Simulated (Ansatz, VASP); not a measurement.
**GaMo in VASP and in Ansatz**

File INCAR:

```
SYSTEM = GaMo
PREC = Accurate ; ENCUT = 600
EDIFF = 1E-7 ; ISMEAR = 0
SIGMA = 0.2 ; LREAL = .False.
LASPH = .True. ; NELM = 100
ALGO = Fast ; ISIF = 3
LWAVE = .False. ; LCHARG = .False.
GGA = PE ; IBRION = 2
NSW = 36 ; EDIFFG = -0.08
```

KPOINTS

```
Automatic mesh
0
Gamma
  4 4 3
  0 0 0
```

POSCAR

```
GaMo
1.0
    4.3893574700      0.0000000000      0.0000000000
    0.0000000000      4.3893574700      0.0000000000
    0.0000000000      0.0000000000      6.2634883100
Ga Mo
3 3
Direct
    0.5000000000      0.0000000000      0.2555884400
    0.0000000000      0.5000000000      0.2555884400
    0.5000000000      0.5000000000      0.6046187900
    0.5000000000      0.0000000000      0.5601062300
    0.0000000000      0.5000000000      0.5601062300
    0.5000000000      0.5000000000      0.9493154700
```

Input for Ansatz:

```yaml
crystal:
  lattice:
    - [4.38935747, 0.0, 0.0]
    - [0.0, 4.38935747, 0.0]
    - [0.0, 0.0, 6.26348831]
  atoms:
    - { symbol: Ga, position: [0.5, 0.0, 0.25558844] }
    - { symbol: Ga, position: [0.0, 0.5, 0.25558844] }
    - { symbol: Ga, position: [0.5, 0.5, 0.60461879] }
    - { symbol: Mo, position: [0.5, 0.0, 0.56010623] }
    - { symbol: Mo, position: [0.0, 0.5, 0.56010623] }
    - { symbol: Mo, position: [0.5, 0.5, 0.94931547] }
basis:
  ecutwfc: 420
kpoints:
  mp_grid: { grid: [4, 4, 3] }
hamiltonian:
  xc: pbe
scf:
  occupations: { method: gaussian, width: 0.2 }
  lower_state_search: "off"
output:
  forces: true
  stress: true
  eigenvalues: true
relax:
  adjacent_minimum: "off"
  f_tol: 0.08
  max_steps: 16
  cell: { stress_tol: 0.8 }
```

Alike in both runs: task relaxation of cell and atoms; functional PBE; k mesh 4 × 4 × 3; occupations gaussian, width 0.2 eV; no spin polarisation.

|  | VASP | Ansatz |
| --- | --- | --- |
| version | VASP 6.6.1 | Ansatz 0.2.0 |
| potentials or method | VASP PAW PBE potentials, release 64 (Ga_d, Mo_sv), cutoff 600 eV | scalar-relativistic, plane waves, PAW |
| valence electrons in the cell | 81 | 81 |

Ansatz gave:

```
gap on the k mesh at the Fermi level, each at its own relaxed structure (eV)  : none
relaxed volume (Å³/atom)                                                      : 18.64
relaxed length of the cell vector where the two differ most in proportion (Å) : 5.549
```

Q: What did VASP give for the same quantities?

A: gap on the k mesh at the Fermi level, each at its own relaxed structure (eV): none; relaxed volume (Å³/atom): 18.67; relaxed length of the cell vector where the two differ most in proportion (Å): 5.585.

A gap of «none» marks a metal or a gap that the smearing closes.
